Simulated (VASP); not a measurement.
Here is a VASP 6.6.1 calculation.

Contents of INCAR:

```
SYSTEM = SrO
  PREC = Accurate
  ENCUT = 520
  EDIFF = 1E-7
  ISMEAR = -1
  SIGMA = 0.05
  LREAL = .FALSE.
  LASPH = .TRUE.
  NELM = 60
  ALGO = Normal
  ISIF = 2
  LWAVE = .FALSE.
  LCHARG = .FALSE.
  GGA = B5
  ALDAX = 1.0
  AGGAX = 1.0
  AGGAC = 1.0
  ALDAC = 0.0
  IVDW = 12
  VDW_S6 = 1.0
  VDW_S8 = 2.6996
  VDW_A1 = 0.4298
  VDW_A2 = 4.2359
  NBANDS = 15
```

KPOINTS

```
Automatic mesh
0
G
  9 9 9
  0 0 0
```

File POSCAR:

```
SrO
1.0
    0.0000000000      2.5704896232      2.5704896232
    2.5704896232      0.0000000000      2.5704896232
    2.5704896232      2.5704896232      0.0000000000
Sr O
1 1
Direct
    0.5000000000      0.5000000000      0.5000000000
    0.0000000000      0.0000000000      0.0000000000
```

Potentials or basis: VASP PAW PBE potentials, release 64 (Sr_sv, O).

Launch:

```console
$ cat potpaw_PBE.64/Sr_sv/POTCAR potpaw_PBE.64/O/POTCAR > POTCAR
$ mpirun -np 1 vasp_std > vasp.out
```

**Question.** Estimate the band gap on the k mesh.

**Answer.** 3.45 eV (least direct gap 3.54 eV).

**Question.** Estimate the dispersion energy per atom.

**Answer.** -0.587 eV.

Caveat: an odd mesh through Γ misses points on the zone boundary, where band edges can lie.
